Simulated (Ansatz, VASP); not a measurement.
**Zr3CdC in VASP and in Ansatz**

```
Zr Cd C
1.0
     4.57210    0.00000    0.00000
     0.00000    4.57210    0.00000
     0.00000    0.00000    4.57210
Zr Cd C
3 1 1
Cartesian
  0.0000 2.2861 2.2861
  2.2861 0.0000 2.2861
  2.2861 2.2861 0.0000
  0.0000 0.0000 0.0000
  2.2861 2.2861 2.2861
```

Alike in both runs: task single point; functional r2SCAN; k mesh 8 × 8 × 8; occupations gaussian, width 0.1 eV; no spin polarisation.

|  | VASP | Ansatz |
| --- | --- | --- |
| version | VASP 6.6.1 | Ansatz 0.2.0 |
| potentials or method | VASP PAW PBE potentials, release 64 (Zr_sv, Cd, C), cutoff 520 eV | scalar-relativistic, plane waves, PAW |
| valence electrons in the cell | 52 | 60 |

```csv
,VASP,Ansatz,Ansatz less VASP
gap on the k mesh at the Fermi level (eV),none,none,-
pressure (GPa),-0.5,-0.6,-0.15
```

VASP's potentials were made for PBE, not for r2SCAN. A gap of «none» marks a metal or a gap that the smearing closes. VASP's potentials hold 52 valence electrons a cell and Ansatz's 60, so a difference there can come from the potentials and not from the codes.
